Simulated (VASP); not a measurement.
# NiO (P4_2/mmc) in VASP: notebook

NiO is run at these levels: PBE; tasks: single point.

Program: VASP 6.6.1. These are calculated values, not measurements. Logs are shortened: lines on timing, memory, paths and dates and some standing lists are left out, and cuts for length are marked.

## (1) The cell of the first run

Symmetry: P4_2/mmc, No. 131, tetragonal system. The conventional cell has a = 2.867 Å, b = 2.867 Å, c = 5.029 Å, α = 90.00°, β = 90.00°, γ = 90.00°. Ni (site symmetry mmm) has 4 O at 1.91 Å within 2.5 Å. Within 2.5 Å of O (site symmetry -4m2) lie 4 Ni at 1.91 Å.

## (2) Single point, PBE (volume scaled by 1.03, then relaxed in part)

INCAR reads:

```
SYSTEM = NiO
PREC     = Accurate       ! precision mode
ENCUT    = 520            ! plane-wave cutoff, eV
EDIFF    = 1E-6           ! SCF threshold, eV
ISMEAR   = 0              ! smearing method
SIGMA    = 0.1            ! smearing width, eV
LREAL    = .False.        ! projectors in reciprocal space
LASPH    = .True.         ! aspherical terms in the spheres
NELM     = 80             ! most SCF steps
ALGO     = Normal         ! electronic algorithm
ISIF     = 2              ! what is computed and relaxed
LWAVE    = .False.        ! write WAVECAR
LCHARG   = .False.        ! write CHGCAR
GGA      = PE             ! functional
NBANDS   = 24             ! bands
```

KPOINTS reads:

```
regular mesh
0
Gamma
  16 16 10
  0 0 0
```

POSCAR reads:

```
NiO
1.0
    2.8669693919      0.0000000000      0.0000000000
    0.0000000000      2.8669693919      0.0000000000
    0.0000000000      0.0000000000      5.0286134573
Ni O
2 2
Direct
    0.0000000000      0.5000000000      0.5000000000
    0.5000000000      0.0000000000      0.0000000000
    0.0000000000      0.0000000000      0.2500000000
    0.0000000000      0.0000000000      0.7500000000
```

Potentials or basis: VASP PAW PBE potentials, release 64 (Ni, O).

Command:

```
$ cat potpaw_PBE.64/Ni/POTCAR potpaw_PBE.64/O/POTCAR > POTCAR
$ mpirun -np 1 vasp_std > vasp.out
```

OUTCAR:

```text
SYSTEM = NiO
   PREC = Accurate
   ENCUT = 520
   EDIFF = 1E-6
   ISMEAR = 0
   LREAL = .False.
   LASPH = .True.
   NELM = 80
   ISIF = 2
   GGA = PE

 ion  position               nearest neighbor table
   1  0.000  0.500  0.500-   3 1.91   4 1.91   3 1.91   4 1.91
   2  0.500  0.000  0.000-   3 1.91   4 1.91   3 1.91   4 1.91
   3  0.000  0.000  0.250-   1 1.91   2 1.91   1 1.91   2 1.91
   4  0.000  0.000  0.750-   1 1.91   2 1.91   1 1.91   2 1.91

  LATTYP: Found a simple tetragonal cell.
 ALAT       =     2.8669693919
 C/A-ratio  =     1.7539822614

  Lattice vectors:

 A1 = (   2.8669693919,   0.0000000000,   0.0000000000)
 A2 = (   0.0000000000,   2.8669693919,   0.0000000000)
 A3 = (   0.0000000000,   0.0000000000,   5.0286134573)

Analysis of symmetry for initial positions (statically):
=====================================================================
 Subroutine PRICEL returns:
 Original cell was already a primitive cell.

 Routine SETGRP: Setting up the symmetry group for a
 simple tetragonal supercell.

 Subroutine GETGRP returns: Found 16 space group operations
 (whereof  8 operations were pure point group operations)
 out of a pool of 16 trial point group operations.

The static configuration has the point symmetry D_2h.
 The point group associated with its full space group is D_4h.

Analysis of symmetry for dynamics (positions and initial velocities):
=====================================================================
 Subroutine PRICEL returns:
 Original cell was already a primitive cell.

 Routine SETGRP: Setting up the symmetry group for a
 simple tetragonal supercell.

 Subroutine GETGRP returns: Found 16 space group operations
 (whereof  8 operations were pure point group operations)
 out of a pool of 16 trial point group operations.

The dynamic configuration has the point symmetry D_2h.
 The point group associated with its full space group is D_4h.

 Subroutine INISYM returns: Found 16 space group operations
 (whereof  8 operations are pure point group operations),
 and found     1 'primitive' translations

----------------------------------------------------------------------------------------

                                     Primitive cell

  volume of cell :      41.3328

[... 83 lines left out ...]
   PREC   = accura    normal or accurate (medium, high low for compatibility)
   ISTART =      0    job   : 0-new  1-cont  2-samecut
   ICHARG =      2    charge: 1-file 2-atom 10-const
   ISPIN  =      1    spin polarized calculation?
   LNONCOLLINEAR =      F non collinear calculations
   LSORBIT =      F    spin-orbit coupling
   LASPH  =      T    aspherical Exc in radial PAW
   ENCUT  =  520.0 eV  38.22 Ry    6.18 a.u.   5.33  5.33  9.35*2*pi/ulx,y,z
   NELM   =     80;   NELMIN=  2; NELMDL= -5     # of ELM steps
   EDIFF  = 0.1E-05   stopping-criterion for ELM
   LREAL  =      F    real-space projection
   EDIFFG = 0.1E-04   stopping-criterion for IOM
   NSW    =      0    number of steps for IOM
   IBRION =     -1    ionic relax: 0-MD 1-quasi-New 2-CG
   NFREE  =      0    steps in history (QN), initial steepest desc. (CG)
   ISIF   =      2    stress and relaxation
   ISYM   =      2    0-nonsym 1-usesym 2-fastsym
   POTIM  = 0.5000    time-step for ionic-motion
   TEBEG  =    0.0;   TEEND  =   0.0 temperature during run
   PSTRESS=    0.0 pullay stress
   NELECT =      32.0000    total number of electrons
   NUPDOWN=      -1.0000    fix difference up-down
   EMIN   =  10.00;   EMAX   =-10.00  energy-range for DOS
   EFERMI =   0.00;   METHOD = LEGACY
   ISMEAR =     0;   SIGMA  =   0.10  broadening in eV -4-tet -1-fermi 0-gaus
   EFERMI_NEDOS =   21; number of points for ismear=-14 and -15
   IALGO  =     38    algorithm
   IMIX   =      4    mixing-type and parameters
     AMIX     =   0.40;   BMIX     =  1.00
     AMIX_MAG =   1.60;   BMIX_MAG =  1.00
  volume/ion in A,a.u.               =      10.33        69.73
  Fermi-wavevector in a.u.,A,eV,Ry     =   1.503234  2.840701 30.745270  2.259714
  Thomas-Fermi vector in A             =   2.614371
   LORBIT       =      0    0 simple, 1 ext, 2 COOP (PROOUT), +10 PAW based schemes
   GGA     = PE    functional components
   LHFCALC =     F    Hartree Fock is set to
   AEXX    =    0.0000 exact exchange contribution
   IVDW    =     0    specifies the selected vdW correction
   LEPSILON=     F    determine dielectric tensor
   LRPA    =     F    only Hartree local field effects (RPA)
 non-spin polarized calculation
 Gauss-broadening in eV      SIGMA  =   0.10
  energy-cutoff  :      520.00
  volume of cell :       41.33
 maximum number of plane-waves:      1133
 NGX is ok and might be reduce to    24
   NGX = 11   NGY = 11   NGZ = 19

 number of electron      32.0000007 magnetization

 Free energy of the ion-electron system (eV)
  ---------------------------------------------------
  ext. energy  EPLUGINS =         0.00000000
  ---------------------------------------------------
  free energy    TOTEN  =       -24.25578581 eV

  energy without entropy =      -24.24574335  energy(sigma->0) =      -24.25076458

 E-fermi :   6.2031     XC(G=0): -11.7539

 val. band max:        6.2018305392   @ k =   0.3125   0.3125   0.0000
 cond. band min:       6.2049746013   @ k =   0.5000   0.5000   0.5000
 fundamental gap:      0.0031440622
 Fermi energy:         6.2031315352

 k-point     1 :       0.0000    0.0000    0.0000
  band No.  band energies     occupation
      1     -14.3255      2.00000
      2     -12.8649      2.00000
      3      -2.4631      2.00000
      4       0.4796      2.00000
      5       0.4796      2.00000
      6       2.3279      2.00000
[... 637 lines left out ...]
     23      19.4831      0.00000
     24      19.8260      0.00000

 [... further k-points ...]
[... 5 lines left out ...]
  --------------------------------------------------------------------------------------
  -------------------------------------------------------------------------------------
  Total       -1.1789254     -1.1789254     -1.0915003      0.0000000      0.0000000      0.0000000
  in kB      -45.6985630    -45.6985630    -42.3097116      0.0000000      0.0000000      0.0000000
  external PRESSURE =     -44.5689459 kB  Pullay stress =       0.0000000 kB

 VOLUME and BASIS-vectors are now :
 -----------------------------------------------------------------------------
  energy-cutoff  :      520.00
  volume of cell :       41.33
      direct lattice vectors                 reciprocal lattice vectors
     2.866969392  0.000000000  0.000000000     0.348800375  0.000000000  0.000000000
     0.000000000  2.866969392  0.000000000     0.000000000  0.348800375  0.000000000
     0.000000000  0.000000000  5.028613457     0.000000000  0.000000000  0.198861974

 POSITION                                       TOTAL-FORCE (eV/Angst)
 -----------------------------------------------------------------------------------
      0.00000      1.43348      2.51431         0.000000      0.000000      0.000000
      1.43348      0.00000      0.00000         0.000000      0.000000      0.000000
      0.00000      0.00000      1.25715         0.000000      0.000000     -0.000000
      0.00000      0.00000      3.77146         0.000000     -0.000000     -0.000000
 -----------------------------------------------------------------------------------
    total drift:                                0.000000      0.000000     -0.000000

  FREE ENERGIE OF THE ION-ELECTRON SYSTEM (eV)
  ---------------------------------------------------
  free  energy   TOTEN  =       -24.2557858065 eV

  energy  without entropy=      -24.2457433497  energy(sigma->0) =      -24.25076458
```

OSZICAR:

```text
N       E                     dE             d eps       ncg     rms          rms(c)
DAV:   1     0.250776606605E+03    0.25078E+03   -0.15518E+04 13080   0.174E+03
DAV:   2    -0.493189852702E+01   -0.25571E+03   -0.22956E+03 13568   0.357E+02
DAV:   3    -0.295724105590E+02   -0.24641E+02   -0.23872E+02 15912   0.129E+02
DAV:   4    -0.300001708630E+02   -0.42776E+00   -0.42743E+00 14520   0.177E+01
DAV:   5    -0.300089299538E+02   -0.87591E-02   -0.87587E-02 17368   0.237E+00    0.229E+01
DAV:   6    -0.290221858083E+02    0.98674E+00   -0.32018E+01 17432   0.108E+02    0.249E+01
DAV:   7    -0.242586733129E+02    0.47635E+01   -0.13043E+01 15320   0.964E+01    0.711E+00
DAV:   8    -0.242550482358E+02    0.36251E-02   -0.16411E+00 16464   0.133E+01    0.198E+00
DAV:   9    -0.242564350414E+02   -0.13868E-02   -0.96222E-02 14176   0.276E+00    0.492E-01
DAV:  10    -0.242556715277E+02    0.76351E-03   -0.37090E-03 18576   0.107E+00    0.141E-01
DAV:  11    -0.242557957592E+02   -0.12423E-03   -0.92263E-04 16504   0.292E-01    0.604E-02
DAV:  12    -0.242557752465E+02    0.20513E-04   -0.94438E-05 15824   0.103E-01    0.239E-02
DAV:  13    -0.242557863311E+02   -0.11085E-04   -0.16370E-05 15536   0.485E-02    0.779E-03
DAV:  14    -0.242557858065E+02    0.52460E-06   -0.99930E-07 11928   0.186E-02
   1 F= -.24255786E+02 E0= -.24250765E+02  d E =-.100425E-01
```

Wall time 77 s (1 thread of Intel Xeon 6975P-C (Granite Rapids), shared host); peak memory 0.33 GiB.

What came out:

| Item | Value |
| --- | --- |
| Free energy | -24.2558 eV |
| Pressure | -4.5 GPa |
| Band gap on the k mesh | zero (band 16 reaches 6.40 eV, above the bottom of band 17 at 6.05 eV) |

Caveat: the run has no spin polarisation, though such a crystal can be magnetic; semilocal functionals often make such compounds metallic where correlation or magnetic order opens a gap, which also shifts bond lengths. Spin polarisation is off, so any magnetic state and its effect on volume and gap are missing.

## (3) Single point, PBE (volume scaled by 1.06, then relaxed in part)

INCAR reads:

```
PREC = Accurate
ENCUT = 520
EDIFF = 1E-6
ISMEAR = 0
SIGMA = 0.1
LREAL = F
LASPH = T
NELM = 80
ALGO = Normal
ISIF = 2
LWAVE = F
LCHARG = T
GGA = PE
LELF = T
LVHAR = T
NBANDS = 24
```

KPOINTS reads:

```
Automatic mesh
0
Gamma
  16 16 10
```

POSCAR reads:

```
NiO
1.0
    2.9027294984      0.0000000000      0.0000000000
    0.0000000000      2.9027294984      0.0000000000
    0.0000000000      0.0000000000      5.0483548485
Ni O
2 2
Direct
    0.0000000000      0.5000000000      0.5000000000
    0.5000000000      0.0000000000      0.0000000000
    0.0000000000      0.0000000000      0.2500000000
    0.0000000000      0.0000000000      0.7500000000
```

Potentials or basis: VASP PAW PBE potentials, release 64 (Ni, O).

Command:

```
$ cat potpaw_PBE.64/Ni/POTCAR potpaw_PBE.64/O/POTCAR > POTCAR
$ mpirun -np 1 vasp_std > vasp.out
```

Run time: 79 s. Hardware: 1 thread of Intel Xeon 6975P-C (Granite Rapids), shared host; peak memory 0.34 GiB.

Results (log left out):

| Quantity | Value |
| --- | --- |
| Free energy | -24.2069 eV |
| Pressure | -8.7 GPa |
| Band gap on the k mesh | zero (band 16 reaches 6.02 eV, above the bottom of band 17 at 5.67 eV) |

Stress tensor (GPa, compression positive):
```
-8.80  0.00  0.00
 0.00 -8.80  0.00
 0.00  0.00 -8.51
```

Levels at points of the mesh, in eV from the Fermi level:
| k point | band 12 | band 13 | band 14 | band 15 | band 16 | band 17 | band 18 | band 19 | band 20 | band 21 |
| --- | --- | --- | --- | --- | --- | --- | --- | --- | --- | --- |
| (0.00, 0.00, 0.00) | -1.16 | -1.16 | -1.10 | -0.97 | -0.92 | 1.46 | 1.46 | 2.49 | 6.48 | 8.35 |
| (0.50, 0.00, 0.00) | -1.37 | -1.14 | -0.76 | -0.53 | -0.13 | 0.91 | 1.15 | 4.40 | 6.69 | 7.23 |
| (0.50, 0.50, 0.00) | -1.37 | -1.37 | -1.08 | -0.55 | 0.19 | 0.19 | 1.79 | 2.55 | 8.11 | 11.19 |
| (0.00, 0.00, 0.50) | -1.48 | -1.03 | -1.03 | -0.49 | -0.49 | 0.83 | 0.83 | 4.32 | 4.32 | 12.60 |
| (0.50, 0.00, 0.50) | -1.45 | -1.41 | -1.03 | -0.84 | -0.37 | 0.82 | 1.50 | 4.74 | 6.85 | 8.62 |
| (0.50, 0.50, 0.50) | -1.40 | -0.88 | -0.88 | 0.01 | 0.01 | 0.36 | 0.36 | 4.68 | 4.68 | 11.91 |

Caveat: the run has no spin polarisation, though such a crystal can be magnetic; semilocal functionals often make such compounds metallic where correlation or magnetic order opens a gap, which also shifts bond lengths. Spin polarisation is off, so any magnetic state and its effect on volume and gap are missing.
